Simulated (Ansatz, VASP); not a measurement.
**Two plane-wave programs on TiGe4Mo**

```
CELL_PARAMETERS angstrom
2.50326 -4.36434 0.00000
2.50326 4.36434 0.00000
0.00000 0.00000 5.00651
ATOMIC_POSITIONS crystal
Ti 0.50000 0.50000 0.50000
Ge 0.66167 0.33833 0.00000
Ge 0.16167 0.83833 0.50000
Ge 0.33833 0.66167 0.00000
Ge 0.83833 0.16167 0.50000
Mo 0.00000 0.00000 0.00000
```

Alike in both runs: task single point; functional PBE; k mesh 4 × 4 × 4; occupations gaussian, width 0.1 eV; no spin polarisation.

```csv
,VASP,Ansatz
version,VASP 6.6.1,Ansatz 0.2.0
potentials or method,"VASP PAW PBE potentials, release 64 (Ti_sv, Ge_d, Mo_sv), cutoff 520 eV","scalar-relativistic, plane waves, PAW"
valence electrons in the cell,82,82
```

```csv
,VASP,Ansatz,Ansatz less VASP
gap on the k mesh at the Fermi level (eV),none,none,-
pressure (GPa),-13.9,-14.0,-0.09
"traceless stress, the component that is largest in VASP (GPa)",0.87,0.86,-0.010
rms of the force components (eV/Å),0.092,0.093,+0.0007
```

Atom by atom the forces differ by 0.001 eV/Å (rms over components). A gap of «none» marks a metal or a gap that the smearing closes. The functional is the same, so the differences come from potentials, cutoffs and numerics.

The k mesh is coarse, so the values compare programs but aren't converged.
